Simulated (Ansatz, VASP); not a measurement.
## Os: VASP beside Ansatz

Contents of POSCAR:

```
Os
1.0
    2.7341000000      0.0000000000      0.0000000000
   -1.3670500000      2.3678000565      0.0000000000
    0.0000000000      0.0000000000      4.3197000000
Os
2
Direct
    0.6666666667      0.3333333333      0.7500000000
    0.3333333333      0.6666666667      0.2500000000
```

Contents of INCAR.step1:

```
PREC = Accurate
ENCUT = 550
ISMEAR = -1
SIGMA = 0.05
LREAL = False
LASPH = True
NELM = 120
NBANDS = 23
GGA = PE
ALGO = Normal
EDIFF = 1E-5
LWAVE = True
LCHARG = False
GGA_COMPAT = False
```

Contents of INCAR.step2:

```
PREC = Accurate
ENCUT = 550
EDIFF = 1E-6
ISMEAR = -1
SIGMA = 0.05
LREAL = False
LASPH = True
NELM = 120
ALGO = Normal
ISIF = 2
LWAVE = False
LCHARG = True
METAGGA = R2SCAN
LMIXTAU = True
LELF = True
LVHAR = True
NBANDS = 23
ISTART = 1
GGA_COMPAT = False
```

The input KPOINTS:

```
Automatic mesh
0
Gamma
  6 6 4
```

input.yaml

```yaml
crystal:
  lattice:
    - [2.7341, 0.0, 0.0]
    - [-1.36705, 2.3678000565, 0.0]
    - [0.0, 0.0, 4.3197]
  atoms:
    - { symbol: Os, position: [0.6666666667, 0.3333333333, 0.75] }
    - { symbol: Os, position: [0.3333333333, 0.6666666667, 0.25] }
hamiltonian:
  xc: r2scan
  pseudopotentials: { kind: paw }
kpoints:
  mp_grid: { grid: [6, 6, 4] }
  band_path:
    path:
      - [[0.0, 0.0, 0.0], [0.5, 0.0, 0.0], [0.3333333333, 0.3333333333, 0.0], [0.0, 0.0, 0.0], [0.0, 0.0, 0.5], [0.5, 0.0, 0.5], [0.3333333333, 0.3333333333, 0.5], [0.0, 0.0, 0.5]]
      - [[0.5, 0.0, 0.5], [0.5, 0.0, 0.0]]
      - [[0.3333333333, 0.3333333333, 0.0], [0.3333333333, 0.3333333333, 0.5]]
    npoints: 14
scf:
  occupations: { method: fermi_dirac, width: 0.05 }
  n_extra_bands: 6
output:
  forces: true
  stress: true
  eigenvalues: true
  fatbands: false
```

Alike in both runs: functional r2SCAN; k mesh 6 × 6 × 4; occupations fermi-dirac, width 0.05 eV; no spin polarisation.

|  | VASP | Ansatz |
| --- | --- | --- |
| version | VASP 6.6.1 | Ansatz 0.2.0 |
| potentials or method | VASP PAW PBE potentials, release 64 (Os_sv_GW) | Ansatz PAW |
| plane-wave cutoff (eV) | 550 | 500 |
| valence electrons in the cell | 32 | 32 |
| task | single point | band structure |

Ansatz gave:

- gap on the k mesh at the Fermi level (eV): none
- pressure (GPa): 1.8
- traceless stress, the component that is largest in VASP (GPa): -4.62

Question: Estimate VASP's values.

Answer: gap on the k mesh at the Fermi level (eV): none; pressure (GPa): -0.1; traceless stress, the component that is largest in VASP (GPa): -4.60.

VASP's potentials were made for PBE, not for r2SCAN. A gap of «none» marks a metal or a gap that the smearing closes.

The k mesh is coarse, so the values compare programs but aren't converged. Neither program's run includes spin-orbit coupling.
